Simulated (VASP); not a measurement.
Wanted: the native input for a VASP 6.6.1 run.

* Task: single point
* Functional: r2SCAN
* Potentials or basis: VASP PAW PBE potentials, release 64 (Ba_sv, Ti_sv, O)
* Cutoff: 520 eV
* k mesh: 8 × 8 × 8
* Occupations: gaussian, width 0.02 eV
* Spin: no spin polarisation
* Dipole correction: no
* Further INCAR settings: ALGO = Normal; EDIFF = 1e-07; NBANDS = 28

Crystal: BaTiO3.

```
CELL_PARAMETERS angstrom
3.99403 0.00000 0.00000
0.00000 3.99403 0.00000
0.00000 0.00000 3.99403
ATOMIC_POSITIONS crystal
Ba 0.50000 0.50000 0.50000
Ti 0.00000 0.00000 0.00000
O 0.50000 0.00000 0.00000
O 0.00000 0.50000 0.00000
O 0.00000 0.00000 0.50000
```

The input as run:

POSCAR

```
BaTiO3
1.0
    3.9940341987      0.0000000000      0.0000000000
    0.0000000000      3.9940341987      0.0000000000
    0.0000000000      0.0000000000      3.9940341987
Ba Ti O
1 1 3
Direct
    0.5000000000      0.5000000000      0.5000000000
    0.0000000000      0.0000000000      0.0000000000
    0.5000000000      0.0000000000      0.0000000000
    0.0000000000      0.5000000000      0.0000000000
    0.0000000000      0.0000000000      0.5000000000
```

INCAR.step1

```
ALGO     = Normal         # electronic algorithm
EDIFF    = 1E-4           # SCF threshold, eV
ENCUT    = 520            # plane-wave cutoff, eV
GGA      = PE             # functional
ISMEAR   = 0              # smearing method
LASPH    = True           # aspherical terms in the spheres
LCHARG   = False          # write CHGCAR
LREAL    = False          # projectors in reciprocal space
LWAVE    = True           # write WAVECAR
NBANDS   = 28             # bands
NELM     = 60             # most SCF steps
PREC     = Accurate       # precision mode
SIGMA    = 0.02           # smearing width, eV
```

INCAR.step2

```
ALGO     = Normal         # electronic algorithm
EDIFF    = 1E-7           # SCF threshold, eV
ENCUT    = 520            # plane-wave cutoff, eV
ISIF     = 2              # what is computed and relaxed
ISMEAR   = 0              # smearing method
ISTART   = 1            
LASPH    = True           # aspherical terms in the spheres
LCHARG   = False          # write CHGCAR
LMIXTAU  = True         
LREAL    = False          # projectors in reciprocal space
LWAVE    = False          # write WAVECAR
METAGGA  = R2SCAN         # meta-GGA
NBANDS   = 28             # bands
NELM     = 60             # most SCF steps
PREC     = Accurate       # precision mode
SIGMA    = 0.02           # smearing width, eV
```

KPOINTS

```
k-points
0
Gamma
  8 8 8
```

Potentials or basis: VASP PAW PBE potentials, release 64 (Ba_sv, Ti_sv, O).

The run is started by

```console
$ cat potpaw_PBE.64/Ba_sv/POTCAR potpaw_PBE.64/Ti_sv/POTCAR potpaw_PBE.64/O/POTCAR > POTCAR
$ cp INCAR.step1 INCAR
$ mpirun -np 1 vasp_std > vasp.out
$ cp INCAR.step2 INCAR
$ mpirun -np 1 vasp_std > vasp.out
```

Results of the run:

```
Pressure               : 2.0 GPa
Band gap on the k mesh : 2.15 eV (least direct gap 2.30 eV)
```

Caveat: the PAW data sets were made with another functional, which shifts forces and pressure a little; spin-orbit coupling is left out, which moves the levels of the heavy elements.

It took 3.7 min on 1 thread of Intel(R) Xeon(R) Platinum 8488C (Sapphire Rapids) (shared host), peak memory 0.21 GiB.
